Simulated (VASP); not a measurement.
# CuO (C2/c) in VASP: notebook, part 2 of 2

VASP 6.6.1.

## Step 3: Single point, LDA (9.73 Å³/atom)

This run uses another cell than the first one, of 9.73 Å³/atom.

INCAR

```
PREC = Accurate ; ENCUT = 520
EDIFF = 1E-7 ; ISMEAR = -1
SIGMA = 0.05 ; LREAL = False
LASPH = True ; NELM = 60
ALGO = Normal ; ISIF = 2
LWAVE = False ; LCHARG = False
NBANDS = 25
```

KPOINTS

```
regular mesh
0
Gamma
  10 10 5
```

POSCAR

```
CuO
1.0
    2.3101994985     -1.6881714891      0.0000000000
    2.3101994985      1.6881714891      0.0000000000
   -0.8385391614      0.0000000000      4.9895114286
Cu O
2 2
Direct
    0.5000000000      0.0000000000      0.5000000000
    0.0000000000      0.5000000000      0.0000000000
    0.4184000000      0.5816000000      0.7500000000
    0.5816000000      0.4184000000      0.2500000000
```

Potentials or basis: VASP PAW LDA potentials, release 64 (Cu, O).

Run with:

```bash
$ cat potpaw_LDA.64/Cu/POTCAR potpaw_LDA.64/O/POTCAR > POTCAR
$ mpirun -np 1 vasp_std > vasp.out
```

It took 82 s on 1 thread of Intel Xeon Platinum 8488C (Sapphire Rapids), shared host; peak memory 0.23 GiB.

The run converged. Its results:

```yaml
Free_energy: -23.2061 eV
Pressure: -1.4 GPa
Largest_force: 0.294 eV/Å
Band_gap_on_the_k_mesh: zero (bands 17 and 18 overlap by 0.61 eV)
```

Forces on the atoms (eV/Å):
```
Cu   0.000  0.000  0.000
Cu   0.000  0.000  0.000
O    0.000 -0.294  0.000
O    0.000  0.294  0.000
```

Stress tensor (GPa, compression positive):
```
-1.89  0.00 -0.80
 0.00  0.51  0.00
-0.80  0.00 -2.74
```

Levels at points of the mesh, in eV from the Fermi level:
```
           k point  band 14  band 15  band 16  band 17  band 18  band 19  band 20  band 21
(0.00, 0.00, 0.00)    -2.36    -2.29    -1.74     0.23     0.99     1.91     6.03     8.34
(0.50, 0.00, 0.00)    -1.68    -1.59    -1.49     0.00     0.25     4.75     6.43     7.10
(0.50, 0.50, 0.00)    -2.26    -1.73    -1.28    -0.68     1.11     3.15     7.15     8.49
```

Caveat: semilocal functionals often make such compounds metallic where correlation or magnetic order opens a gap, which also shifts bond lengths. With open d or f shells a metallic result of LDA can be an artefact of self-interaction; +U or a hybrid may open a gap.

## Step 4: Single point, LDA (9.93 Å³/atom)

This run uses another cell than the first one, of 9.93 Å³/atom.

INCAR

```
PREC = Accurate ; ENCUT = 520
EDIFF = 1E-6 ; ISMEAR = -1
SIGMA = 0.05 ; LREAL = F
LASPH = T ; NELM = 60
ALGO = Normal ; ISIF = 2
LWAVE = F ; LCHARG = F
GGA = CA ; NBANDS = 25
```

KPOINTS

```
Automatic mesh
0
Gamma
  10 10 5
```

POSCAR

```
CuO
1.0
    2.3261324123     -1.6998144190      0.0000000000
    2.3261324123      1.6998144190      0.0000000000
   -0.8443223728      0.0000000000      5.0239229397
Cu O
2 2
Direct
    0.5000000000      0.0000000000      0.5000000000
    0.0000000000      0.5000000000      0.0000000000
    0.4184000000      0.5816000000      0.7500000000
    0.5816000000      0.4184000000      0.2500000000
```

Run with:

```bash
$ cat potpaw_LDA.64/Cu/POTCAR potpaw_LDA.64/O/POTCAR > POTCAR
$ mpirun -np 1 vasp_std > vasp.out
```

Run time: 67 s. Hardware: 1 thread of Intel Xeon Platinum 8488C (Sapphire Rapids), shared host; peak memory 0.23 GiB.

It converged, with:

- Free energy: -23.1902 eV
- Pressure: -5.3 GPa
- Largest force: 0.363 eV/Å
- Band gap on the k mesh: zero (bands 17 and 18 overlap by 0.61 eV)

Forces on the atoms (eV/Å):
```
Cu   0.000  0.000  0.000
Cu   0.000  0.000  0.000
O    0.000 -0.363  0.000
O    0.000  0.363  0.000
```

Stress tensor (GPa, compression positive):
```
-5.97  0.00 -0.26
 0.00 -2.49  0.00
-0.26  0.00 -7.35
```

Levels at points of the mesh, in eV from the Fermi level:
```csv
k point,band 14,band 15,band 16,band 17,band 18,band 19,band 20,band 21
"(0.00, 0.00, 0.00)",-2.29,-2.23,-1.69,0.23,0.97,1.83,6.01,8.22
"(0.50, 0.00, 0.00)",-1.63,-1.53,-1.45,0.00,0.25,4.76,6.35,7.00
"(0.50, 0.50, 0.00)",-2.20,-1.71,-1.24,-0.66,1.09,3.21,7.07,8.46
```

Caveat: the cell stands under tension; semilocal functionals often make such compounds metallic where correlation or magnetic order opens a gap, which also shifts bond lengths. With open d or f shells a metallic result of LDA can be an artefact of self-interaction; +U or a hybrid may open a gap.

## Step 5: Single point, LDA (10.54 Å³/atom)

This run uses another cell than the first one, of 10.54 Å³/atom.

INCAR

```
PREC = Accurate
ENCUT = 520
EDIFF = 1E-7
ISMEAR = -1
SIGMA = 0.05
LREAL = False
LASPH = True
NELM = 100
ALGO = Normal
ISIF = 2
LWAVE = False
LCHARG = False
GGA = CA
NBANDS = 25
```

KPOINTS

```
regular mesh
0
Gamma
  10 10 5
```

POSCAR

```
CuO
1.0
    2.3726673498     -1.7338196878      0.0000000000
    2.3726673498      1.7338196878      0.0000000000
   -0.8612132810      0.0000000000      5.1244279405
Cu O
2 2
Direct
    0.5000000000      0.0000000000      0.5000000000
    0.0000000000      0.5000000000      0.0000000000
    0.4184000000      0.5816000000      0.7500000000
    0.5816000000      0.4184000000      0.2500000000
```

Run with:

```bash
$ cat potpaw_LDA.64/Cu/POTCAR potpaw_LDA.64/O/POTCAR > POTCAR
$ mpirun -np 1 vasp_std > vasp.out
```

Wall time 80 s (1 thread of Intel Xeon Platinum 8488C (Sapphire Rapids), shared host); peak memory 0.23 GiB.

The run converged. Its results:

| Property | Result |
| --- | --- |
| Free energy | -23.0377 eV |
| Pressure | -14.7 GPa |
| Largest force | 0.537 eV/Å |
| Band gap on the k mesh | zero (bands 17 and 18 overlap by 0.61 eV) |

Forces on the atoms (eV/Å):
```
Cu   0.000  0.000  0.000
Cu   0.000  0.000  0.000
O    0.000 -0.537  0.000
O    0.000  0.537  0.000
```

Stress tensor (GPa, compression positive):
```
-15.82   0.00   1.02
  0.00  -9.79   0.00
  1.02   0.00 -18.43
```

Levels at points of the mesh, in eV from the Fermi level:
| k point | band 13 | band 14 | band 15 | band 16 | band 17 | band 18 | band 19 | band 20 | band 21 | band 22 |
| --- | --- | --- | --- | --- | --- | --- | --- | --- | --- | --- |
| (0.00, 0.00, 0.00) | -2.26 | -2.10 | -2.05 | -1.56 | 0.23 | 0.91 | 1.62 | 5.94 | 7.87 | 13.05 |
| (0.50, 0.00, 0.00) | -1.93 | -1.50 | -1.39 | -1.33 | 0.00 | 0.26 | 4.78 | 6.10 | 6.73 | 10.80 |
| (0.50, 0.50, 0.00) | -2.02 | -2.02 | -1.66 | -1.15 | -0.61 | 1.03 | 3.38 | 6.84 | 8.37 | 9.63 |

Caveat: the stress differs along the axes, from -18 to -10 GPa; semilocal functionals often make such compounds metallic where correlation or magnetic order opens a gap, which also shifts bond lengths. With open d or f shells a metallic result of LDA can be an artefact of self-interaction; +U or a hybrid may open a gap.

## Step 6: Single point, LDA

This run uses another cell than the first one, of 10.13 Å³/atom.

INCAR

```
PREC = Accurate
ENCUT = 820
EDIFF = 1E-6
ISMEAR = -1
SIGMA = 0.05
LREAL = False
LASPH = True
NELM = 120
ALGO = Normal
ISIF = 2
LWAVE = False
LCHARG = False
GGA = CA
NBANDS = 33
GGA_COMPAT = False
```

KPOINTS

```
Automatic mesh
0
Gamma
  10 10 5
```

POSCAR

```
CuO
1.0
    2.3418500000     -1.7113000000      0.0000000000
    2.3418500000      1.7113000000      0.0000000000
   -0.8500274268      0.0000000000      5.0578693947
Cu O
2 2
Direct
    0.5000000000      0.0000000000      0.5000000000
    0.0000000000      0.5000000000      0.0000000000
    0.4184000000      0.5816000000      0.7500000000
    0.5816000000      0.4184000000      0.2500000000
```

Potentials or basis: VASP PAW LDA potentials, release 64 (Cu_sv_GW, O).

Run with:

```bash
$ cat potpaw_LDA.64/Cu_sv_GW/POTCAR potpaw_LDA.64/O/POTCAR > POTCAR
$ mpirun -np 1 vasp_std > vasp.out
```

Wall time 5.5 min (1 thread of Intel Xeon Platinum 8259CL at 2.50GHz (Skylake/Cascade Lake), shared host); peak memory 0.43 GiB.

It converged, with:

```
Free energy            : -23.4796 eV
Pressure               : -9.9 GPa
Largest force          : 0.446 eV/Å
Band gap on the k mesh : zero (bands 25 and 26 overlap by 0.60 eV)
```

Forces on the atoms (eV/Å):
```
Cu   0.000  0.000  0.000
Cu   0.000  0.000  0.000
O    0.000 -0.446  0.000
O    0.000  0.446  0.000
```

Stress tensor (GPa, compression positive):
```
-10.81   0.00   0.25
  0.00  -6.12   0.00
  0.25   0.00 -12.62
```

Levels at points of the mesh, in eV from the Fermi level:
```tsv
k point	band 23	band 24	band 25	band 26	band 27	band 28
(0.00, 0.00, 0.00)	-2.16	-1.64	0.23	0.95	1.71	5.92
(0.50, 0.00, 0.00)	-1.50	-1.41	0.00	0.25	4.70	6.20
(0.50, 0.50, 0.00)	-1.68	-1.21	-0.65	1.07	3.21	6.92
```

Caveat: the stress differs along the axes, from -13 to -6 GPa; semilocal functionals often make such compounds metallic where correlation or magnetic order opens a gap, which also shifts bond lengths. With open d or f shells a metallic result of LDA can be an artefact of self-interaction; +U or a hybrid may open a gap.

## Step 7: Overview

```csv
potentials or basis,cell,cutoff (eV),gap on the mesh (eV),pressure (GPa),largest force (eV/Å)
"VASP PAW LDA potentials, release 64 (Cu, O)","a = 2.841, b = 2.841, c = 5.024 Å, angles 97.7, 97.7, 72.3°, 4 atoms",520,none,3.1,0.22
"VASP PAW LDA potentials, release 64 (Cu, O)","a = 2.861, b = 2.861, c = 5.059 Å, angles 97.7, 97.7, 72.3°, 4 atoms",520,none,-1.4,0.29
"VASP PAW LDA potentials, release 64 (Cu, O)","a = 2.881, b = 2.881, c = 5.094 Å, angles 97.7, 97.7, 72.3°, 4 atoms",520,none,-5.3,0.36
"VASP PAW LDA potentials, release 64 (Cu, O)","a = 2.939, b = 2.939, c = 5.196 Å, angles 97.7, 97.7, 72.3°, 4 atoms",520,none,-14.7,0.54
"VASP PAW LDA potentials, release 64 (Cu_sv_GW, O)","a = 2.900, b = 2.900, c = 5.129 Å, angles 97.7, 97.7, 72.3°, 4 atoms",820,none,-9.9,0.45
```

Alike in all rows: task single point; level LDA; no spin polarisation; k mesh 10 × 10 × 5; smearing fermi-dirac 0.05 eV.

Caveats: semilocal functionals often make such compounds metallic where correlation or magnetic order opens a gap, which also shifts bond lengths; the cell stands under pressure (at least some runs); the cell stands under tension (at least some runs); the stress differs along the axes, from -18 to -10 GPa (at least some runs); the stress differs along the axes, from -13 to -6 GPa (at least some runs).

Total energies depend on the potentials used, so only differences within one code and one set of settings carry meaning.
